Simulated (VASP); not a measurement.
IrOs: relaxation of cell and atoms with LDA

The system is IrOs.

```
Os Ir
1.0
     0.00000    3.82500    3.82500
     3.82500    0.00000    3.82500
     3.82500    3.82500    0.00000
Os Ir
4 4
Direct
  0.00000 0.00000 0.00000
  0.00000 0.00000 0.50000
  0.00000 0.50000 0.50000
  0.50000 0.50000 0.00000
  0.00000 0.50000 0.00000
  0.50000 0.00000 0.00000
  0.50000 0.00000 0.50000
  0.50000 0.50000 0.50000
```

```yaml
Program: VASP 6.6.1
Task: relaxation of cell and atoms
Functional: LDA
Potentials_or_basis: VASP PAW LDA potentials, release 64 (Os, Ir)
Cutoff: 600 eV
k_mesh: 6 × 6 × 6
Occupations: fermi-dirac, width 0.05 eV
Spin: no spin polarisation
Dipole_correction: no
Further_INCAR_settings: ALGO = Normal; EDIFF = 1e-07; IBRION = 2; EDIFFG = -0.01; NSW = 80; ISIF = 3
```

| Item | Value |
| --- | --- |
| Relaxed volume | 13.84 Å³/atom |
| Relaxed cell | a = 5.399 Å, b = 5.388 Å, c = 5.388 Å, α = 60.02°, β = 59.93°, γ = 59.93° |
| Space group after relaxing (to 0.1 Å) | Imma (No. 74) |
| Energy gained by relaxing | 2.2 meV/atom |
| Ionic steps | 6 |
| Pressure after relaxing | 0.0 GPa |
| Band gap on the k mesh | zero (bands 34 and 35 overlap by 2.71 eV) |

Stress tensor (GPa, compression positive):
```
-0.07  0.00  0.00
 0.00  0.02 -0.09
 0.00 -0.09  0.02
```

The path:
| step | energy change (eV) | largest force (eV/Å) | pressure (GPa) | volume (Å³) |
| --- | --- | --- | --- | --- |
| 1 | 0.0000 | 0.0000 | -4.50 | 111.92 |
| 2 | 0.3184 | 0.0000 | 22.33 | 105.68 |
| 3 | -0.0176 | 0.0000 | -0.05 | 110.73 |
| 4 | -0.0176 | 0.0000 | 0.05 | 110.71 |
| 5 | -0.0178 | 0.0000 | -0.04 | 110.73 |
| 6 | -0.0179 | 0.0000 | -0.01 | 110.72 |

Final structure:
```xyz
8
Lattice="0.0000 3.8178 3.8178 3.8052 0.0035 3.8143 3.8052 3.8143 0.0035" Properties=species:S:1:pos:R:3 pbc="T T T"
Os    3.8052    3.8143    0.0035
Os    1.9026    1.9071    0.0018
Os    3.8052    1.9089    1.9089
Os    1.9026    1.9107    3.8161
Ir    5.7078    3.8161    1.9107
Ir    0.0000    1.9089    1.9089
Ir    1.9026    3.8161    1.9107
Ir    3.8052    3.8178    3.8178
```

Levels at points of the mesh, in eV from the Fermi level:
| k point | band 30 | band 31 | band 32 | band 33 | band 34 | band 35 | band 36 | band 37 | band 38 | band 39 |
| --- | --- | --- | --- | --- | --- | --- | --- | --- | --- | --- |
| (0.00, 0.00, 0.00) | 1.19 | 1.30 | 1.51 | 1.53 | 1.62 | 1.72 | 1.72 | 1.81 | 1.95 | 2.03 |
| (0.50, 0.00, 0.00) | -1.53 | -1.50 | -1.08 | -0.64 | -0.63 | -0.15 | -0.15 | 1.15 | 1.68 | 1.69 |
| (0.00, 0.50, 0.00) | -1.74 | -1.30 | -1.30 | -0.48 | -0.48 | -0.29 | -0.29 | 1.45 | 1.45 | 1.87 |
| (0.50, 0.50, 0.00) | -1.62 | -1.60 | -1.26 | -1.26 | -1.12 | -1.06 | -1.05 | -0.52 | -0.52 | 0.14 |
| (0.00, 0.50, 0.50) | -1.45 | -1.44 | -1.41 | -1.38 | -1.27 | -0.89 | -0.87 | -0.85 | -0.62 | 0.38 |

Wall time 13 min on 1 thread of Intel(R) Xeon(R) 6975P-C (Granite Rapids), on a shared host, peak memory 0.41 GiB.

Caveat: spin-orbit coupling is left out, which moves the levels of the heavy elements.
